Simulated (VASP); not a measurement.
# Ti (Im-3m) in VASP: a series of runs, part 2 of 2

VASP 6.6.1. Earlier steps stand in the parts before.

### Step 3. Single point, LDA (volume scaled by 0.98)

The input, INCAR:

```
ALGO = Normal
EDIFF = 1E-6
ENCUT = 520
GGA = CA
ISIF = 2
ISMEAR = -1
LASPH = True
LCHARG = False
LREAL = False
LWAVE = False
NBANDS = 12
NELM = 80
PREC = Accurate
SIGMA = 0.05
```

The input, KPOINTS:

```
k-points
0
Gamma
  11 11 11
```

The input, POSCAR:

```
Ti
1.0
   -1.6299862453      1.6299862453      1.6299862453
    1.6299862453     -1.6299862453      1.6299862453
    1.6299862453      1.6299862453     -1.6299862453
Ti
1
Direct
    0.0000000000      0.0000000000      0.0000000000
```

Potentials or basis: VASP PAW LDA potentials, release 64 (Ti_sv).

The run is started by

```
cat potpaw_LDA.64/Ti_sv/POTCAR > POTCAR
mpirun -np 1 vasp_std > vasp.out
```

OUTCAR:

```text
EDIFF = 1E-6
   ENCUT = 520
   GGA = CA
   ISIF = 2
   ISMEAR = -1
   LASPH = True
   LREAL = False
   NELM = 80
   PREC = Accurate

 ion  position               nearest neighbor table
   1  0.000  0.000  0.000-

  LATTYP: Found a body centered cubic cell.
 ALAT       =     3.2599724906

  Lattice vectors:

 A1 = (  -1.6299862453,   1.6299862453,   1.6299862453)
 A2 = (   1.6299862453,  -1.6299862453,   1.6299862453)
 A3 = (   1.6299862453,   1.6299862453,  -1.6299862453)

Analysis of symmetry for initial positions (statically):
=====================================================================
 Subroutine PRICEL returns:
 Original cell was already a primitive cell.

 Routine SETGRP: Setting up the symmetry group for a
 body centered cubic supercell.

 Subroutine GETGRP returns: Found 48 space group operations
[... 9 lines left out ...]

 Routine SETGRP: Setting up the symmetry group for a
 body centered cubic supercell.

 Subroutine GETGRP returns: Found 48 space group operations
[... 11 lines left out ...]
                                     Primitive cell

  volume of cell :      17.3225

[... 133 lines left out ...]

 E-fermi :   7.8613     XC(G=0): -11.7917

 val. band max:        7.8399910817   @ k =  -0.3636  -0.4545   0.0909
 cond. band min:       7.8742755198   @ k =  -0.3636   0.3636   0.0909
 fundamental gap:      0.0342844381
 Fermi energy:         7.8613336214

 k-point     1 :       0.0000    0.0000    0.0000
  band No.  band energies     occupation
      1     -47.9463      2.00000
      2     -24.1691      2.00000
      3     -24.1691      2.00000
      4     -24.1691      2.00000
      5       1.9932      2.00000
      6       8.8279      0.00000
      7       8.8279      0.00000
      8       8.8279      0.00000
      9      10.6093      0.00000
     10      10.6093      0.00000
     11      25.3859      0.00000
     12      25.3859      0.00000
[... 331 lines left out ...]
 k-point    24 :       0.3636    0.1818    0.0909
  band No.  band energies     occupation
      1     -47.7982      2.00000
      2     -24.7437      2.00000
      3     -24.4813      2.00000
      4     -24.2807      2.00000
      5       6.4161      2.00000
      6       7.2581      1.99999
      7       7.9641      0.22716
      8      10.7901      0.00000
      9      10.9851      0.00000
     10      14.2695      0.00000
     11      16.5100      0.00000
     12      19.0710      0.00000

 [... further k-points ...]
[... 5 lines left out ...]
  --------------------------------------------------------------------------------------
  -------------------------------------------------------------------------------------
  Total       -1.0045365     -1.0045365     -1.0045365     -0.0000000     -0.0000000      0.0000000
  in kB      -92.9104343    -92.9104343    -92.9104343     -0.0000000     -0.0000000      0.0000000
  external PRESSURE =     -92.9104343 kB  Pullay stress =       0.0000000 kB

 VOLUME and BASIS-vectors are now :
 -----------------------------------------------------------------------------
  energy-cutoff  :      520.00
  volume of cell :       17.32
      direct lattice vectors                 reciprocal lattice vectors
    -1.629986245  1.629986245  1.629986245     0.000000000  0.306751055  0.306751055
     1.629986245 -1.629986245  1.629986245     0.306751055  0.000000000  0.306751055
     1.629986245  1.629986245 -1.629986245     0.306751055  0.306751055  0.000000000

 POSITION                                       TOTAL-FORCE (eV/Angst)
 -----------------------------------------------------------------------------------
      0.00000      0.00000      0.00000         0.000000     -0.000000      0.000000
 -----------------------------------------------------------------------------------
    total drift:                                0.000000     -0.000000      0.000000

  FREE ENERGIE OF THE ION-ELECTRON SYSTEM (eV)
  ---------------------------------------------------
  free  energy   TOTEN  =        -8.4247080322 eV

  energy  without entropy=       -8.4042653762  energy(sigma->0) =       -8.41448670
```

OSZICAR:

```text
N       E                     dE             d eps       ncg     rms          rms(c)
DAV:   1     0.844703744831E+02    0.84470E+02   -0.66884E+03  1348   0.119E+03
DAV:   2    -0.524498871641E+01   -0.89715E+02   -0.87313E+02  1360   0.292E+02
DAV:   3    -0.938912809081E+01   -0.41441E+01   -0.40925E+01  1852   0.638E+01
DAV:   4    -0.948109494808E+01   -0.91967E-01   -0.91781E-01  1532   0.853E+00
DAV:   5    -0.948349142120E+01   -0.23965E-02   -0.23964E-02  1572   0.121E+00    0.812E+00
DAV:   6    -0.842325584334E+01    0.10602E+01   -0.25370E+00  1456   0.220E+01    0.201E+00
DAV:   7    -0.841781156412E+01    0.54443E-02   -0.68307E-02  1580   0.249E+00    0.122E+00
DAV:   8    -0.842432876118E+01   -0.65172E-02   -0.35236E-02  1428   0.229E+00    0.109E-01
DAV:   9    -0.842468190985E+01   -0.35315E-03   -0.17191E-03  1608   0.423E-01    0.649E-02
DAV:  10    -0.842470748790E+01   -0.25578E-04   -0.30207E-04  1452   0.177E-01    0.201E-02
DAV:  11    -0.842470878124E+01   -0.12933E-05   -0.41882E-05  1448   0.919E-02    0.109E-02
DAV:  12    -0.842470803216E+01    0.74908E-06   -0.23552E-06  1536   0.163E-02
   1 F= -.84247080E+01 E0= -.84144867E+01  d E =-.204427E-01
```

It took 9.1 s on 1 thread of AMD EPYC 7R43 (Zen 3), shared host; peak memory 0.1 GiB.

What came out:

| Item | Value |
| --- | --- |
| Free energy | -8.4247 eV |
| Pressure | -9.3 GPa |
| Band gap on the k mesh | zero (band 6 reaches 8.85 eV, above the bottom of band 7 at 7.27 eV) |

Caveat: the cell differs from its parent crystal (volume scaled by 0.98).

### Step 4. Single point, LDA

This run uses another cell than the first one, of 17.68 Å³/atom, 1.042 times its volume.

The input, INCAR:

```
SYSTEM = Ti
PREC = Accurate ; ENCUT = 520
EDIFF = 1E-7 ; ISMEAR = -1
SIGMA = 0.05 ; LREAL = .False.
LASPH = .True. ; NELM = 60
ALGO = Normal ; ISIF = 2
LWAVE = .False. ; LCHARG = .False.
NBANDS = 12
```

The input, KPOINTS:

```
regular mesh
0
Gamma
  11 11 11
  0 0 0
```

The input, POSCAR:

```
Ti
1.0
   -1.6410000000      1.6410000000      1.6410000000
    1.6410000000     -1.6410000000      1.6410000000
    1.6410000000      1.6410000000     -1.6410000000
Ti
1
Direct
    0.0000000000      0.0000000000      0.0000000000
```

Potentials or basis: VASP PAW LDA potentials, release 64 (Ti_sv).

The run is started by

```
cat potpaw_LDA.64/Ti_sv/POTCAR > POTCAR
mpirun -np 1 vasp_std > vasp.out
```

OUTCAR:

```text
SYSTEM = Ti
   PREC = Accurate
   ENCUT = 520
   EDIFF = 1E-7
   ISMEAR = -1
   LREAL = .False.
   LASPH = .True.
   NELM = 60
   ISIF = 2

 ion  position               nearest neighbor table
   1  0.000  0.000  0.000-

  LATTYP: Found a body centered cubic cell.
 ALAT       =     3.2820000000

  Lattice vectors:

 A1 = (  -1.6410000000,   1.6410000000,   1.6410000000)
 A2 = (   1.6410000000,  -1.6410000000,   1.6410000000)
 A3 = (   1.6410000000,   1.6410000000,  -1.6410000000)

Analysis of symmetry for initial positions (statically):
=====================================================================
 Subroutine PRICEL returns:
 Original cell was already a primitive cell.

 Routine SETGRP: Setting up the symmetry group for a
 body centered cubic supercell.

 Subroutine GETGRP returns: Found 48 space group operations
[... 9 lines left out ...]

 Routine SETGRP: Setting up the symmetry group for a
 body centered cubic supercell.

 Subroutine GETGRP returns: Found 48 space group operations
[... 11 lines left out ...]
                                     Primitive cell

  volume of cell :      17.6761

[... 135 lines left out ...]

 val. band max:        7.6367595835   @ k =   0.1818   0.0909   0.0909
 cond. band min:       7.6747483641   @ k =  -0.3636   0.3636   0.0909
 fundamental gap:      0.0379887807
 Fermi energy:         7.6553261422

 k-point     1 :       0.0000    0.0000    0.0000
  band No.  band energies     occupation
      1     -48.1919      2.00000
      2     -24.4387      2.00000
      3     -24.4387      2.00000
      4     -24.4387      2.00000
      5       1.8277      2.00000
      6       8.6021      0.00000
      7       8.6021      0.00000
      8       8.6021      0.00000
      9      10.3394      0.00000
     10      10.3394      0.00000
     11      25.0351      0.00000
     12      25.0351      0.00000
[... 331 lines left out ...]
 k-point    24 :       0.3636    0.1818    0.0909
  band No.  band energies     occupation
      1     -48.0556      2.00000
      2     -24.9769      2.00000
      3     -24.7314      2.00000
      4     -24.5430      2.00000
      5       6.2346      2.00000
      6       7.0687      1.99998
      7       7.7347      0.33922
      8      10.5118      0.00000
      9      10.7012      0.00000
     10      13.9119      0.00000
     11      16.0924      0.00000
     12      18.6564      0.00000

 [... further k-points ...]
[... 5 lines left out ...]
  --------------------------------------------------------------------------------------
  -------------------------------------------------------------------------------------
  Total       -1.2129597     -1.2129597     -1.2129597      0.0000000      0.0000000      0.0000000
  in kB     -109.9439219   -109.9439219   -109.9439219      0.0000000      0.0000000      0.0000000
  external PRESSURE =    -109.9439219 kB  Pullay stress =       0.0000000 kB

 VOLUME and BASIS-vectors are now :
 -----------------------------------------------------------------------------
  energy-cutoff  :      520.00
  volume of cell :       17.68
      direct lattice vectors                 reciprocal lattice vectors
    -1.641000000  1.641000000  1.641000000     0.000000000  0.304692261  0.304692261
     1.641000000 -1.641000000  1.641000000     0.304692261  0.000000000  0.304692261
     1.641000000  1.641000000 -1.641000000     0.304692261  0.304692261  0.000000000

 POSITION                                       TOTAL-FORCE (eV/Angst)
 -----------------------------------------------------------------------------------
      0.00000      0.00000      0.00000         0.000000      0.000000     -0.000000
 -----------------------------------------------------------------------------------
    total drift:                               -0.000000      0.000000      0.000000

  FREE ENERGIE OF THE ION-ELECTRON SYSTEM (eV)
  ---------------------------------------------------
  free  energy   TOTEN  =        -8.4024112236 eV

  energy  without entropy=       -8.3809843586  energy(sigma->0) =       -8.39169779
```

stdout:

```text
POSCAR found type information on POSCAR Ti
 POSCAR found :  1 types and       1 ions
 scaLAPACK will be used
 LDA part: xc-table for (Slater(with rela. corr.)+CA(PZ))
 , standard interpolation
 POSCAR, INCAR and KPOINTS ok, starting setup
 FFT: planning ... GRIDC
 FFT: planning ... GRID_SOFT
 FFT: planning ... GRID
 WAVECAR not read
 entering main loop
```

Wall time 11 s (1 thread of AMD EPYC 7R43 (Zen 3), shared host); peak memory 0.1 GiB.

Results:

| Property | Result |
| --- | --- |
| Free energy | -8.4024 eV |
| Pressure | -11.0 GPa |
| Band gap on the k mesh | zero (band 6 reaches 8.62 eV, above the bottom of band 7 at 7.07 eV) |

Levels at points of the mesh, in eV from the Fermi level:
```tsv
k point	band 4	band 5	band 6	band 7	band 8	band 9
(0.00, 0.00, 0.00)	-32.09	-5.83	0.95	0.95	0.95	2.68
```

### Step 5. Summary

```csv
cell,gap on the mesh (eV),pressure (GPa)
"a = 2.804 Å, angles 109.5°, 1 atom",none,-7.5
"a = 2.823 Å, angles 109.5°, 1 atom",none,-9.3
"a = 2.842 Å, angles 109.5°, 1 atom",none,-11.0
```

Alike in all rows: task single point; level LDA; potentials or basis VASP PAW LDA potentials, release 64 (Ti_sv); no spin polarisation; k mesh 11 × 11 × 11; cutoff (eV) 520; smearing fermi-dirac 0.05 eV.

Total energies depend on the potentials used, so only differences within one code and one set of settings carry meaning.
